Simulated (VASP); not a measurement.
# AlCo (P-6m2) in VASP: notebook

Runs on AlCo. Level: PBE. Tasks: single point.

All numbers are computed with VASP 6.6.1; they aren't measurements. Logs are shortened: lines on timing, memory, paths and dates and some standing lists are left out, and cuts for length are marked.

## Step 1: The cell of the first run

Symmetry: P-6m2, No. 187, hexagonal system. The conventional cell has a = 2.732 Å, b = 2.732 Å, c = 3.815 Å, α = 90.00°, β = 90.00°, γ = 120.00°. Al (site symmetry -6m2) has 6 Co at 2.48 Å and 6 Al at 2.73 Å within 3.3 Å. Co (site symmetry -6m2) has 6 Al at 2.48 Å and 6 Co at 2.73 Å within 3.3 Å.

The cell was built from a structure type or drawn by symmetry, and may not be a known phase.

## Step 2: Single point, PBE, collinear spin, ferromagnetic start

File INCAR:

```
PREC = Accurate ; ENCUT = 520
EDIFF = 1E-6 ; ISMEAR = 0
SIGMA = 0.1 ; LREAL = F
LASPH = T ; NELM = 150
ALGO = Fast ; ISIF = 2
LWAVE = F ; LCHARG = T
ISPIN = 2 ; MAGMOM = 0 3
LORBIT = 11 ; LMAXMIX = 4
GGA = PE ; LELF = T
LVHAR = T ; NBANDS = 17
```

File KPOINTS:

```
regular mesh
0
Gamma
  6 6 4
```

File POSCAR:

```
AlCo
1.0
    2.7322326872     -0.0000000029      0.0000000000
   -1.3661163411      2.3661829177      0.0000000000
    0.0000000000      0.0000000000      3.8154033937
Al Co
1 1
Direct
    0.0000000000      0.0000000000      0.5000000000
    0.6666666667      0.3333333333      0.0000000000
```

Potentials or basis: VASP PAW PBE potentials, release 64 (Al, Co).

Run with:

```
$ cat potpaw_PBE.64/Al/POTCAR potpaw_PBE.64/Co/POTCAR > POTCAR
$ mpirun -np 1 vasp_std > vasp.out
```

OUTCAR:

```text
PREC = Accurate
   ENCUT = 520
   EDIFF = 1E-6
   ISMEAR = 0
   LREAL = F
   LASPH = T
   NELM = 150
   ISIF = 2
   ISPIN = 2
   LORBIT = 11
   GGA = PE

 ion  position               nearest neighbor table
   1  0.000  0.000  0.500-   2 2.48   2 2.48   2 2.48   2 2.48   2 2.48   2 2.48
   2  0.667  0.333  0.000-   1 2.48   1 2.48   1 2.48   1 2.48   1 2.48   1 2.48

  LATTYP: Found a hexagonal cell.
 ALAT       =     2.7322326872
 C/A-ratio  =     1.3964416031

  Lattice vectors:

 A1 = (   2.7322326872,  -0.0000000029,   0.0000000000)
 A2 = (  -1.3661163411,   2.3661829177,   0.0000000000)
 A3 = (   0.0000000000,   0.0000000000,   3.8154033937)

Analysis of symmetry for initial positions (statically):
=====================================================================
 Subroutine PRICEL returns:
 Original cell was already a primitive cell.

 Routine SETGRP: Setting up the symmetry group for a
 hexagonal supercell.

 Subroutine GETGRP returns: Found 12 space group operations
 (whereof 12 operations were pure point group operations)
 out of a pool of 24 trial point group operations.

The static configuration has the point symmetry D_3h.

Analysis of symmetry for dynamics (positions and initial velocities):
=====================================================================
 Subroutine PRICEL returns:
 Original cell was already a primitive cell.

 Routine SETGRP: Setting up the symmetry group for a
 hexagonal supercell.

 Subroutine GETGRP returns: Found 12 space group operations
 (whereof 12 operations were pure point group operations)
 out of a pool of 24 trial point group operations.

The dynamic configuration has the point symmetry D_3h.

Analysis of structural, dynamic, and magnetic symmetry:
=====================================================================
 Subroutine PRICEL returns:
 Original cell was already a primitive cell.

 Routine SETGRP: Setting up the symmetry group for a
 hexagonal supercell.

 Subroutine GETGRP returns: Found 12 space group operations
 (whereof 12 operations were pure point group operations)
 out of a pool of 24 trial point group operations.

The overall configuration has the point symmetry D_3h.

 Subroutine INISYM returns: Found 12 space group operations
 (whereof 12 operations are pure point group operations),
 and found     1 'primitive' translations

----------------------------------------------------------------------------------------

                                     Primitive cell

  volume of cell :      24.6664

  direct lattice vectors                    reciprocal lattice vectors
     2.732232687 -0.000000003  0.000000000     0.366001038  0.211310798  0.000000000
    -1.366116341  2.366182918  0.000000000     0.000000000  0.422621596  0.000000000
     0.000000000  0.000000000  3.815403394     0.000000000  0.000000000  0.262095484

  length of vectors
     2.732232687  2.732232687  3.815403394     0.422621596  0.422621596  0.262095484

  position of ions in fractional coordinates (direct lattice)
     0.000000000  0.000000000  0.500000000
     0.666666667  0.333333333  0.000000000

  ion indices of the primitive-cell ions
   primitive index   ion index
                 1           1
                 2           2

----------------------------------------------------------------------------------------

 KPOINTS: regular mesh

Automatic generation of k-mesh.
 Grid dimensions read from file:
 generate k-points for:    6    6    4

 Generating k-lattice:

  Cartesian coordinates                     Fractional coordinates (reciprocal lattice)
     0.061000173  0.035218466  0.000000000     0.166666667  0.000000000  0.000000000
     0.000000000  0.070436933  0.000000000     0.000000000  0.166666667  0.000000000
     0.000000000  0.000000000  0.065523871     0.000000000  0.000000000  0.250000000

  Length of vectors
     0.070436933  0.070436933  0.065523871

  Shift w.r.t. Gamma in fractional coordinates (k-lattice)
     0.000000000  0.000000000  0.000000000

 Subroutine IBZKPT returns following result:
 ===========================================

 Found     21 irreducible k-points:

 Following reciprocal coordinates:
            Coordinates               Weight
  0.000000  0.000000  0.000000      1.000000
  0.166667  0.000000  0.000000      6.000000
  0.333333  0.000000  0.000000      6.000000
  0.500000 -0.000000  0.000000      3.000000
  0.166667  0.166667  0.000000      6.000000
  0.333333  0.166667  0.000000     12.000000
[... 13 lines left out ...]
  0.333333  0.166667  0.500000     12.000000
  0.333333  0.333333  0.500000      2.000000
   k-points           NKPTS =     21   k-points in BZ     NKDIM =     21   number of bands    NBANDS=     17
   number of dos      NEDOS =    301   number of ions     NIONS =      2
   total plane-waves  NPLWV =  11200
   dimension x,y,z NGX =    20 NGY =   20 NGZ =   28
   dimension x,y,z NGXF=    40 NGYF=   40 NGZF=   56
   ions per type =               1   1
   NGX,Y,Z   is equivalent  to a cutoff of  12.17, 12.17, 12.20 a.u.
   NGXF,Y,Z  is equivalent  to a cutoff of  24.34, 24.34, 24.40 a.u.
 SYSTEM =  unknown system
   PREC   = accura    normal or accurate (medium, high low for compatibility)
   ISTART =      0    job   : 0-new  1-cont  2-samecut
   ICHARG =      2    charge: 1-file 2-atom 10-const
   ISPIN  =      2    spin polarized calculation?
   LNONCOLLINEAR =      F non collinear calculations
   LSORBIT =      F    spin-orbit coupling
   LASPH  =      T    aspherical Exc in radial PAW
   ENCUT  =  520.0 eV  38.22 Ry    6.18 a.u.   5.08  5.08  7.09*2*pi/ulx,y,z
   NELM   =    150;   NELMIN=  2; NELMDL= -5     # of ELM steps
   EDIFF  = 0.1E-05   stopping-criterion for ELM
   LREAL  =      F    real-space projection
   EDIFFG = 0.1E-04   stopping-criterion for IOM
   NSW    =      0    number of steps for IOM
   IBRION =     -1    ionic relax: 0-MD 1-quasi-New 2-CG
   NFREE  =      0    steps in history (QN), initial steepest desc. (CG)
   ISIF   =      2    stress and relaxation
   ISYM   =      2    0-nonsym 1-usesym 2-fastsym
   POTIM  = 0.5000    time-step for ionic-motion
   TEBEG  =    0.0;   TEEND  =   0.0 temperature during run
   PSTRESS=    0.0 pullay stress
   NELECT =      12.0000    total number of electrons
   NUPDOWN=      -1.0000    fix difference up-down
   EMIN   =  10.00;   EMAX   =-10.00  energy-range for DOS
   EFERMI =   0.00;   METHOD = LEGACY
   ISMEAR =     0;   SIGMA  =   0.10  broadening in eV -4-tet -1-fermi 0-gaus
   EFERMI_NEDOS =   21; number of points for ismear=-14 and -15
   IALGO  =     68    algorithm
   IMIX   =      4    mixing-type and parameters
     AMIX     =   0.40;   BMIX     =  1.00
     AMIX_MAG =   1.60;   BMIX_MAG =  1.00
  volume/ion in A,a.u.               =      12.33        83.23
  Fermi-wavevector in a.u.,A,eV,Ry     =   1.287557  2.433130 22.555776  1.657803
  Thomas-Fermi vector in A             =   2.419564
   LORBIT       =     11    0 simple, 1 ext, 2 COOP (PROOUT), +10 PAW based schemes
   GGA     = PE    functional components
   LHFCALC =     F    Hartree Fock is set to
   AEXX    =    0.0000 exact exchange contribution
   IVDW    =     0    specifies the selected vdW correction
   LEPSILON=     F    determine dielectric tensor
   LRPA    =     F    only Hartree local field effects (RPA)
 spin polarized calculation
 RMM-DIIS sequential band-by-band and
 Gauss-broadening in eV      SIGMA  =   0.10
  energy-cutoff  :      520.00
  volume of cell :       24.67
 maximum number of plane-waves:       675
   NGX = 11   NGY = 11   NGZ = 15

 number of electron      12.0000006 magnetization       0.7494604

 Free energy of the ion-electron system (eV)
  ---------------------------------------------------
  ext. energy  EPLUGINS =         0.00000000
  ---------------------------------------------------
  free energy    TOTEN  =       -11.43538621 eV

  energy without entropy =      -11.42552222  energy(sigma->0) =      -11.43045421

 E-fermi :   9.6448     XC(G=0): -11.9553

 val. band max:        9.6425010027   @ k =   0.3333   0.0000   0.2500
 cond. band min:       9.6531445423   @ k =   0.1667   0.1667   0.2500
 fundamental gap:      0.0106435397
 Fermi energy:         9.6448268627

 spin component 1

 k-point     1 :       0.0000    0.0000    0.0000
  band No.  band energies     occupation
      1      -1.0630      1.00000
      2       6.1723      1.00000
      3       7.7531      1.00000
      4       7.7531      1.00000
      5       8.4627      1.00000
      6       8.7372      1.00000
[... 9 lines left out ...]
     16      29.9959      0.00000
     17      34.2016      0.00000
[... 381 lines left out ...]
 k-point    21 :       0.3333    0.3333    0.5000
  band No.  band energies     occupation
      1       6.1203      1.00000
      2       6.3890      1.00000
      3       6.8192      1.00000
      4       7.3914      1.00000
      5       8.1664      1.00000
      6       8.3262      1.00000
[... 9 lines left out ...]
     16      32.0984      0.00000
     17      32.5486      0.00000
 Fermi energy:         9.6448268627

 spin component 2

 k-point     1 :       0.0000    0.0000    0.0000
  band No.  band energies     occupation
      1      -1.0760      1.00000
      2       6.6237      1.00000
      3       8.4116      1.00000
      4       8.7345      1.00000
      5       8.7345      1.00000
      6       9.3258      1.00000
[... 9 lines left out ...]
     16      29.9308      0.00000
     17      34.1112      0.00000
[... 381 lines left out ...]
 k-point    21 :       0.3333    0.3333    0.5000
  band No.  band energies     occupation
      1       6.3709      1.00000
      2       6.6932      1.00000
      3       7.3865      1.00000
      4       8.1064      1.00000
      5       8.3036      1.00000
      6       8.8968      1.00000
[... 9 lines left out ...]
     16      32.0395      0.00000
     17      32.5987      0.00000

------------------------ aborting loop because EDIFF is reached ----------------------------------------

  FORCE on cell =-STRESS in cart. coord.  units (eV):
  Direction    XX          YY          ZZ          XY          YZ          ZX
  --------------------------------------------------------------------------------------
  -------------------------------------------------------------------------------------
  Total        0.0582926      0.0582926     -0.1544405     -0.0000000      0.0000000      0.0000000
  in kB        3.7863240      3.7863240    -10.0314888     -0.0000000      0.0000000      0.0000000
  external PRESSURE =      -0.8196136 kB  Pullay stress =       0.0000000 kB

 VOLUME and BASIS-vectors are now :
 -----------------------------------------------------------------------------
  energy-cutoff  :      520.00
  volume of cell :       24.67
      direct lattice vectors                 reciprocal lattice vectors
     2.732232687 -0.000000003  0.000000000     0.366001038  0.211310798  0.000000000
    -1.366116341  2.366182918  0.000000000     0.000000000  0.422621596  0.000000000
     0.000000000  0.000000000  3.815403394     0.000000000  0.000000000  0.262095484

 POSITION                                       TOTAL-FORCE (eV/Angst)
 -----------------------------------------------------------------------------------
      0.00000      0.00000      1.90770         0.000000      0.000000      0.000000
      1.36612      0.78873      0.00000        -0.000000     -0.000000      0.000000
 -----------------------------------------------------------------------------------
    total drift:                                0.000001     -0.000000      0.000000

  FREE ENERGIE OF THE ION-ELECTRON SYSTEM (eV)
  ---------------------------------------------------
  free  energy   TOTEN  =       -11.4353862061 eV

  energy  without entropy=      -11.4255222197  energy(sigma->0) =      -11.43045421

 total charge

# of ion       s       p       d       tot
------------------------------------------
    1        0.418   0.419   0.000   0.837
    2        0.429   0.474   7.400   8.302
--------------------------------------------------
tot          0.847   0.893   7.400   9.139

 magnetization (x)

# of ion       s       p       d       tot
------------------------------------------
    1       -0.002  -0.008   0.000  -0.011
    2       -0.001  -0.005   0.802   0.795
--------------------------------------------------
tot         -0.003  -0.014   0.802   0.785
```

Wall time 32 s (1 thread of Intel Xeon 8259CL, shared host); peak memory 0.15 GiB.

What came out:

| Property | Result |
| --- | --- |
| Free energy | -11.4354 eV |
| Pressure | -0.1 GPa |
| Net moment | 0.75 μB per cell |
| Site moments | Al -0.01; Co +0.80 μB |
| Valence electrons inside the program's atomic spheres | Al 0.84; Co 8.30 |

Stress tensor (GPa, compression positive):
```
 0.38  0.00  0.00
 0.00  0.38  0.00
 0.00  0.00 -1.00
```

Caveat: the k points lie up to 0.44 Å⁻¹ apart.

## Step 3: Single point, PBE, collinear spin, ferromagnetic start

This run uses another cell than the first one, of 12.99 Å³/atom.

File INCAR:

```
  PREC = Accurate
  ENCUT = 520
  EDIFF = 1E-7
  ISMEAR = 0
  SIGMA = 0.1
  LREAL = False
  LASPH = True
  NELM = 150
  ALGO = Normal
  ISIF = 2
  LWAVE = False
  LCHARG = False
  ISPIN = 2
  MAGMOM = 0 3
  LORBIT = 11
  LMAXMIX = 4
  GGA = PE
  NBANDS = 17
```

KPOINTS is that of step 2.

File POSCAR:

```
AlCo
1.0
    2.7032578300      0.0000000000      0.0000000000
   -1.3516289100      2.3410899500      0.0000000000
    0.0000000000      0.0000000000      4.1051371800
Al Co
1 1
Direct
    0.0000000000      0.0000000000      0.5000000000
    0.6666666700      0.3333333300      0.0000000000
```

Potentials or basis: VASP PAW PBE potentials, release 64 (Al, Co).

Run with:

```
$ cat potpaw_PBE.64/Al/POTCAR potpaw_PBE.64/Co/POTCAR > POTCAR
$ mpirun -np 1 vasp_std > vasp.out
```

Run time: 33 s. Hardware: 1 thread of Intel Xeon 8259CL, shared host; peak memory 0.15 GiB.

Results (log left out):

```yaml
Free_energy: -11.3204 eV
Pressure: -7.9 GPa
Net_moment: 0.88 μB per cell
Site_moments: Al -0.01; Co +0.93 μB
Valence_electrons_inside_the_program's_atomic_spheres: Al 0.81; Co 8.18
```

Stress tensor (GPa, compression positive):
```
 -1.84   0.00   0.00
  0.00  -1.84   0.00
  0.00   0.00 -20.01
```

Levels at points of the mesh, in eV from the Fermi level:
Spin up:
```csv
k point,band 5,band 6,band 7,band 8,band 9,band 10
"(0.00, 0.00, 0.00)",-1.90,-0.83,-0.83,2.06,13.62,13.62
"(0.50, 0.00, 0.00)",-1.16,-0.56,0.63,4.23,5.53,7.42
"(0.00, 0.00, 0.50)",-1.89,-0.88,-0.88,8.48,11.91,14.48
"(0.50, 0.00, 0.50)",-1.24,-0.60,-0.56,1.29,3.10,10.14
```
Spin down:
```tsv
k point	band 4	band 5	band 6	band 7	band 8	band 9
(0.00, 0.00, 0.00)	-0.77	-0.77	-0.12	-0.12	2.61	13.62
(0.50, 0.00, 0.00)	-2.07	-0.47	0.71	1.56	4.22	5.58
(0.00, 0.00, 0.50)	-0.76	-0.76	-0.17	-0.17	8.43	12.12
(0.50, 0.00, 0.50)	-0.83	-0.63	-0.58	0.71	1.72	3.69
```

Caveat: the k points lie up to 0.45 Å⁻¹ apart.
